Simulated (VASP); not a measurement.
# Al (P6_3/mmc) in VASP: a series of runs, part 2 of 2

VASP 6.6.1. Earlier steps stand in the parts before.

## (4) Single point, PBE+D3(BJ) (biaxial strain in the a-b plane: -2.0 %, then relaxed in part)

Contents of INCAR:

```
ALGO = Fast
EDIFF = 1E-7
ENCUT = 520
GGA = PE
ISIF = 2
ISMEAR = 0
IVDW = 12
LASPH = True
LCHARG = True
LELF = True
LREAL = False
LVHAR = True
LWAVE = False
NBANDS = 14
NELM = 80
PREC = Accurate
SIGMA = 0.1
```

Contents of KPOINTS:

```
k-points
0
Gamma
  24 24 6
```

Contents of POSCAR:

```
Al
1.0
    2.7584826721      0.0000000000      0.0000000000
   -1.3792413361      2.3889160700      0.0000000000
    0.0000000000      0.0000000000      9.3553342060
Al
4
Direct
    0.0000000000      0.0000000000      0.0000000000
    0.3333333333      0.6666666667      0.2500000000
    0.0000000000      0.0000000000      0.5000000000
    0.6666666667      0.3333333333      0.7500000000
```

Potentials or basis: VASP PAW PBE potentials, release 64 (Al).

Started as:

```bash
$ cat potpaw_PBE.64/Al/POTCAR > POTCAR
$ mpirun -np 1 vasp_std > vasp.out
```

OUTCAR:

```text
EDIFF = 1E-7
   ENCUT = 520
   GGA = PE
   ISIF = 2
   ISMEAR = 0
   IVDW = 12
   LASPH = True
   LREAL = False
   NELM = 80
   PREC = Accurate
 IVDW          = 12

 ion  position               nearest neighbor table
   1  0.000  0.000  0.000-   2 2.83   4 2.83   4 2.83   2 2.83   4 2.83   2 2.83
   2  0.333  0.667  0.250-   1 2.83   3 2.83   1 2.83   3 2.83   1 2.83   3 2.83
   3  0.000  0.000  0.500-   2 2.83   4 2.83   4 2.83   2 2.83   4 2.83   2 2.83
   4  0.667  0.333  0.750-   1 2.83   3 2.83   1 2.83   3 2.83   1 2.83   3 2.83

  LATTYP: Found a hexagonal cell.
 ALAT       =     2.7584826721
 C/A-ratio  =     3.3914783300

  Lattice vectors:

 A1 = (   2.7584826721,   0.0000000000,   0.0000000000)
 A2 = (  -1.3792413361,   2.3889160700,   0.0000000000)
 A3 = (   0.0000000000,   0.0000000000,   9.3553342060)

Analysis of symmetry for initial positions (statically):
=====================================================================
 Subroutine PRICEL returns:
 Original cell was already a primitive cell.

 Routine SETGRP: Setting up the symmetry group for a
 hexagonal supercell.

 Subroutine GETGRP returns: Found 24 space group operations
 (whereof 12 operations were pure point group operations)
 out of a pool of 24 trial point group operations.

The static configuration has the point symmetry D_3d.
 The point group associated with its full space group is D_6h.

Analysis of symmetry for dynamics (positions and initial velocities):
=====================================================================
 Subroutine PRICEL returns:
 Original cell was already a primitive cell.

 Routine SETGRP: Setting up the symmetry group for a
 hexagonal supercell.

 Subroutine GETGRP returns: Found 24 space group operations
 (whereof 12 operations were pure point group operations)
 out of a pool of 24 trial point group operations.

The dynamic configuration has the point symmetry D_3d.
 The point group associated with its full space group is D_6h.

 Subroutine INISYM returns: Found 24 space group operations
[... 136 lines left out ...]
  volume of cell :       61.65
 maximum number of plane-waves:      1683
 NGX is ok and might be reduce to    24
   NGX = 11   NGY = 11   NGZ = 35

 number of electron      12.0000000 magnetization

 Free energy of the ion-electron system (eV)
  ---------------------------------------------------
  ext. energy  EPLUGINS =         0.00000000
  ---------------------------------------------------
  free energy    TOTEN  =       -14.83764271 eV

  energy without entropy =      -14.83010355  energy(sigma->0) =      -14.83387313

 E-fermi :   8.7263     XC(G=0): -10.4458

 val. band max:        8.7226331168   @ k =   0.2500  -0.0000   0.5000
 cond. band min:       8.7364742726   @ k =   0.3333   0.3333   0.3333
 fundamental gap:      0.0138411558
 Fermi energy:         8.7262669395

 k-point     1 :       0.0000    0.0000    0.0000
  band No.  band energies     occupation
      1      -2.8862      2.00000
      2      -1.2060      2.00000
      3      -1.2059      2.00000
      4       3.6581      2.00000
      5       3.7823      2.00000
      6      11.5922      0.00000
      7      11.6016      0.00000
      8      20.5414      0.00000
      9      20.5414      0.00000
     10      20.5827      0.00000
     11      20.5827      0.00000
     12      20.7545      0.00000
     13      21.4717      0.00000
     14      21.5143      0.00000
[... 377 lines left out ...]
      1       2.9588      2.00000
      2       3.9685      2.00000
      3       4.4794      2.00000
      4       4.4803      2.00000
      5       5.7375      2.00000
      6       5.7381      2.00000
      7       9.2193      0.00000
      8       9.5743      0.00000
      9      10.2933      0.00000
     10      10.5705      0.00000
     11      14.2232      0.00000
     12      15.3751      0.00000
     13      15.7295      0.00000
     14      16.5652      0.00000

 [... further k-points ...]

------------------------ aborting loop because EDIFF is reached ----------------------------------------

 Edisp (eV)   -1.44429

 E8    (eV) :    -0.6466

  FORCE on cell =-STRESS in cart. coord.  units (eV):
  Direction    XX          YY          ZZ          XY          YZ          ZX
  --------------------------------------------------------------------------------------
  -------------------------------------------------------------------------------------
  Total       1.56532     1.56532    -0.00561    -0.00000    -0.00000     0.00000
  in kB      40.68011    40.68011    -0.14570    -0.00000    -0.00000     0.00000
  external pressure =       27.07 kB  Pullay stress =        0.00 kB

 VOLUME and BASIS-vectors are now :
 -----------------------------------------------------------------------------
  energy-cutoff  :      520.00
  volume of cell :       61.65
      direct lattice vectors                 reciprocal lattice vectors
     2.758482672  0.000000000  0.000000000     0.362518137  0.209299944  0.000000000
    -1.379241336  2.388916070  0.000000000     0.000000000  0.418599888  0.000000000
     0.000000000  0.000000000  9.355334206     0.000000000  0.000000000  0.106890890

 POSITION                                       TOTAL-FORCE (eV/Angst)
 -----------------------------------------------------------------------------------
      0.00000      0.00000      0.00000        -0.000000      0.000000     -0.000000
     -0.00000      1.59261      2.33883         0.000000     -0.000000      0.000000
      0.00000      0.00000      4.67767        -0.000000      0.000000     -0.000000
      1.37924      0.79631      7.01650         0.000000      0.000000      0.000000
 -----------------------------------------------------------------------------------
    total drift:                               -0.000000     -0.000000      0.000000

  FREE ENERGIE OF THE ION-ELECTRON SYSTEM (eV)
  ---------------------------------------------------
  free  energy   TOTEN  =       -16.2819319634 eV

  energy  without entropy=      -16.2743927983  energy(sigma->0) =      -16.27816238
```

Wall time 76 s (1 thread of Intel Xeon 6975P-C (Granite Rapids), shared host); peak memory 0.3 GiB.

Results:

| Property | Result |
| --- | --- |
| Free energy | -16.2819 eV |
| Pressure | 2.7 GPa |
| Band gap on the k mesh | zero (band 6 reaches 12.33 eV, above the bottom of band 7 at 7.23 eV) |
| Dispersion energy per atom | -0.361 eV |

Stress tensor (GPa, compression positive):
```
 4.07  0.00  0.00
 0.00  4.07  0.00
 0.00  0.00 -0.01
```

Caveat: the cell differs from its parent crystal (biaxial strain in the a-b plane: -2.0 %, then relaxed in part); pairwise dispersion overbinds metals, which lowers pressure and volume.

## (5) The runs side by side

```tsv
cell	further INCAR settings	gap on the mesh (eV)	pressure (GPa)
a = 2.730, b = 2.730, c = 9.408 Å, angles 90.0, 90.0, 120.0°, 4 atoms	ALGO = Fast; EDIFF = 1e-06; NBANDS = 14	none	4.4
a = 2.730, b = 2.730, c = 9.475 Å, angles 90.0, 90.0, 120.0°, 4 atoms	ALGO = Fast; EDIFF = 1e-07; NBANDS = 14	none	3.8
a = 2.758, b = 2.758, c = 9.355 Å, angles 90.0, 90.0, 120.0°, 4 atoms	ALGO = Fast; EDIFF = 1e-07; NBANDS = 14	none	2.7
```

Alike in all rows: task single point; level PBE+D3(BJ); potentials or basis VASP PAW PBE potentials, release 64 (Al); no spin polarisation; k mesh 24 × 24 × 6; cutoff (eV) 520; smearing gaussian 0.1 eV.

Caveats: pairwise dispersion overbinds metals, which lowers pressure and volume.

Absolute energies hang on the potentials; compare differences alone.
